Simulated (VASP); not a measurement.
A run of VASP 6.6.1:

The input INCAR:

```
SYSTEM = AlRu
PREC = Accurate
ENCUT = 500
EDIFF = 1E-7
ISMEAR = 0
SIGMA = 0.1
LREAL = .FALSE.
LASPH = .TRUE.
NELM = 120
ALGO = Normal
ISIF = 3
LWAVE = .FALSE.
LCHARG = .FALSE.
IBRION = 2
NSW = 100
EDIFFG = -0.002
GGA_COMPAT = .FALSE.
NELMIN = 4
```

Contents of KPOINTS:

```
regular mesh
0
G
  14 14 14
  0 0 0
```

File POSCAR:

```
AlRu
1.0
    2.9700000000      0.0000000000      0.0000000000
    0.0000000000      2.9700000000      0.0000000000
    0.0000000000      0.0000000000      2.9700000000
Ru Al
1 1
Direct
    0.0000000000      0.0000000000      0.0000000000
    0.5000000000      0.5000000000      0.5000000000
```

Potentials or basis: VASP PAW LDA potentials, release 64 (Ru_pv, Al).

Command:

```sh
$ cat potpaw_LDA.64/Ru_pv/POTCAR potpaw_LDA.64/Al/POTCAR > POTCAR
$ mpirun -np 1 vasp_std > vasp.out
```

Hardware: 1 thread of Intel(R) Xeon(R) Platinum 8488C (Sapphire Rapids) (shared host).

**Question.** How long does it take, and how much memory?

**Answer.** Run time: 27 s on 1 thread of Intel(R) Xeon(R) Platinum 8488C (Sapphire Rapids), on a shared host, peak memory 0.16 GiB. Counts: scf iterations 28, k points 120, ion steps 3.
